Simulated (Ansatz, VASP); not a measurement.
## One calculation of Eu, two programs

```
CELL_PARAMETERS angstrom
0.00000 2.78930 2.78930
2.78930 0.00000 2.78930
2.78930 2.78930 0.00000
ATOMIC_POSITIONS crystal
Eu 0.00000 0.00000 0.00000
```

Alike in both runs: task single point; functional PBE; k mesh 8 × 8 × 8; occupations fermi-dirac, width 0.05 eV; collinear spin.

```csv
,VASP,Ansatz
version,VASP 6.6.1,Ansatz 0.2.0
potentials or method,"VASP PAW PBE potentials, release 64 (Eu), cutoff 520 eV","all-electron PAW with datasets made for the crystal, scalar-relativistic"
```

VASP gave:

- net moment per atom (μB): 7.52
- size of the moment on the site where the two differ most (μB): 6.73

Question: Estimate Ansatz's values.

Answer: net moment per atom (μB): 7.53; size of the moment on the site where the two differ most (μB): 7.20.

Site moments also hang on the region over which each program counts them. Ansatz ran all-electron here, and VASP with PAW potentials. Ansatz's warnings: anisotropy in doubt, band levels unverified, given moment on shells.

Neither program's run includes spin-orbit coupling.
